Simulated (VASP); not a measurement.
Write the native input for VASP 6.6.1 that does the following.

| Property | Result |
| --- | --- |
| Task | single point |
| Functional | PBE |
| Potentials or basis | VASP PAW PBE potentials, release 64 (Cd, Te) |
| Cutoff | 500 eV |
| k mesh | 6 × 6 × 6 |
| Occupations | gaussian, width 0.01 eV |
| Spin | no spin polarisation |
| Dipole correction | no |
| Further INCAR settings | ALGO = Normal; EDIFF = 1e-06; NBANDS = 16 |

The structure of CdTe (gwk) lies in POSCAR:

```
CdTe
1.0
    0.0000000000      3.3095031359      3.3095031359
    3.3095031359      0.0000000000      3.3095031359
    3.3095031359      3.3095031359      0.0000000000
Cd Te
1 1
Direct
    0.0000000000      0.0000000000      0.0000000000
    0.2500000000      0.2500000000      0.2500000000
```

These files were run (other wordings do the same):

INCAR

```
SYSTEM = CdTe
  PREC = Accurate
  ENCUT = 500
  EDIFF = 1E-6
  ISMEAR = 0
  SIGMA = 0.01
  LREAL = .FALSE.
  LASPH = .TRUE.
  NELM = 120
  ALGO = Normal
  ISIF = 2
  LWAVE = .FALSE.
  LCHARG = .TRUE.
  GGA = PE
  LELF = .TRUE.
  LVHAR = .TRUE.
  NBANDS = 16
  GGA_COMPAT = .FALSE.
```

KPOINTS

```
Automatic mesh
0
G
  6 6 6
  0 0 0
```

Potentials or basis: VASP PAW PBE potentials, release 64 (Cd, Te).

Command:

```sh
$ cat potpaw_PBE.64/Cd/POTCAR potpaw_PBE.64/Te/POTCAR > POTCAR
$ mpirun -np 1 vasp_std > vasp.out
```

It gave:

The pressure is 0.1 GPa and the band gap on the k mesh is 0.58 eV, direct.

Caveat: spin-orbit coupling is left out, which moves the levels of the heavy elements.

Wall time 22 s on 1 thread of AMD EPYC 9R45 (Zen 5) (shared host), peak memory 0.17 GiB.
